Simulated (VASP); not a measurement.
NaMg2Si2: single point with PBE

Crystal: NaMg2Si2.

```
Na Mg Si
1.0
     4.72264    0.00000    0.00000
    -2.36132    4.08993    0.00000
     0.00000    0.00000    5.73692
Na Mg Si
1 2 2
Direct
  0.00000 0.00000 0.00000
  0.33333 0.66667 0.68201
  0.66667 0.33333 0.31799
  0.66667 0.33333 0.79218
  0.33333 0.66667 0.20782
```

- Program: VASP 6.6.1
- Task: single point
- Functional: PBE
- Potentials or basis: VASP PAW PBE potentials, release 64 (Na_pv, Mg, Si)
- Cutoff: 520 eV
- k mesh: 12 × 12 × 8
- Occupations: gaussian, width 0.1 eV
- Spin: no spin polarisation

The pressure is -0.1 GPa and the band gap on the k mesh is zero (an odd number of electrons rules out a gap without spin polarisation).

Levels at points of the mesh, in eV from the Fermi level:
```
           k point  band 5  band 6  band 7  band 8  band 9  band 10  band 11  band 12  band 13  band 14
(0.00, 0.00, 0.00)   -6.12   -3.28   -1.05   -1.05    0.36     0.63     0.63     2.12     3.12     3.61
(0.50, 0.00, 0.00)   -6.82   -3.06   -2.13   -1.92   -1.55    -0.90     0.70     1.01     3.97     4.06
(0.00, 0.00, 0.50)   -7.54   -1.11   -0.93   -0.53   -0.53     0.02     0.02     2.61     3.22     3.22
(0.50, 0.00, 0.50)   -6.97   -4.02   -3.70   -1.27   -0.71     0.14     0.36     3.14     3.24     4.42
```

Run time: 3.8 min on 1 thread of Intel(R) Xeon(R) 6975P-C (Granite Rapids), with other jobs on the host, peak memory 0.42 GiB.
